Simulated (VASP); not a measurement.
Write the native input for VASP 6.6.1 that does the following.

| Item | Value |
| --- | --- |
| Task | single point |
| Functional | PBE |
| Dispersion | D3(BJ) |
| Potentials or basis | VASP PAW PBE potentials, release 64 (As, S, Se) |
| Cutoff | 400 eV |
| k mesh | 1 × 1 × 1, shifted |
| Occupations | fermi-dirac, width 0.0655 eV |
| Spin | no spin polarisation |
| Dipole correction | no |
| Further INCAR settings | LREAL = Auto; ALGO = Normal; EDIFF = 1e-06; NBANDS = 88; ISYM = -1 |

The structure of As10Se12S3 lies in POSCAR:

```
As10Se12S3
1.0
    8.8186510000      0.2405820000      0.2922810000
    0.2405820000      8.9584340000      0.2205530000
    0.2922810000      0.2205530000      8.8565100000
As S Se
10 3 12
Direct
    0.0571683304      0.6379501253      0.6756481920
    0.2511366800     -0.0222066322      1.0062192962
    0.6991999844      0.6894719527      0.5432847726
    0.0978873595      0.8987083757      0.5822563918
    0.5279192793      0.4351019906      0.4565825789
    0.5805416730      0.4536840500      0.1446976654
    0.7767887437      0.5797101274      0.7768187019
    0.8875988823      0.3417556523      0.6269342525
    0.2290993352      0.2484792794      0.8453278737
    0.6163459124      0.0825743675      0.4038360230
    0.5383788952      0.8731101075      0.0877814201
    0.1576874173      0.3332750373      0.6211786759
    0.3188647613      0.6646533429      0.3060387895
    0.9185346371      0.0373637105      0.4293832559
    1.0205687434      0.9176846375      0.9448716308
    0.8227959561      0.5234361832      0.1299170841
    0.7434671963      0.1128394270      0.1670828114
    0.5533799980      0.8789770914      0.8463973401
    0.3296060290      0.5946047862      0.9268383992
    0.3581992902      0.6715723827      0.5482574795
    0.9560701541      0.5375693238      0.4498529705
    0.1846758352      0.9887767902      0.2953471599
    0.1796668725      0.4171268678      0.0660198210
    0.4957751176      0.2480319881      0.7243893084
    0.3683687962      0.2230257001      0.3141742981
```

One way to write it, as run:

INCAR

```
PREC = Accurate
ENCUT = 400
EDIFF = 1E-6
ISMEAR = -1
SIGMA = 0.0655
LREAL = Auto
LASPH = True
NELM = 120
ALGO = Normal
ISIF = 2
LWAVE = False
LCHARG = True
GGA = PE
IVDW = 12
LELF = True
LVHAR = True
ISYM = -1
NBANDS = 88
GGA_COMPAT = False
```

KPOINTS

```
explicit points
1
Reciprocal
  0.25000000   0.25000000   0.25000000 1
```

Potentials or basis: VASP PAW PBE potentials, release 64 (As, S, Se).

The run is started by

```bash
$ cat potpaw_PBE.64/As/POTCAR potpaw_PBE.64/S/POTCAR potpaw_PBE.64/Se/POTCAR > POTCAR
$ mpirun -np 1 vasp_std > vasp.out
```

It gave:

```
Pressure                   : -1.1 GPa
Largest force              : 1.476 eV/Å
Dispersion energy per atom : -0.297 eV
```

Caveat: the atoms stand as in a frame of molecular dynamics.

Run time: 2 min on 1 thread of Intel(R) Xeon(R) Platinum 8259CL CPU @ 2.50GHz (Skylake/Cascade Lake) (shared host), peak memory 0.48 GiB.
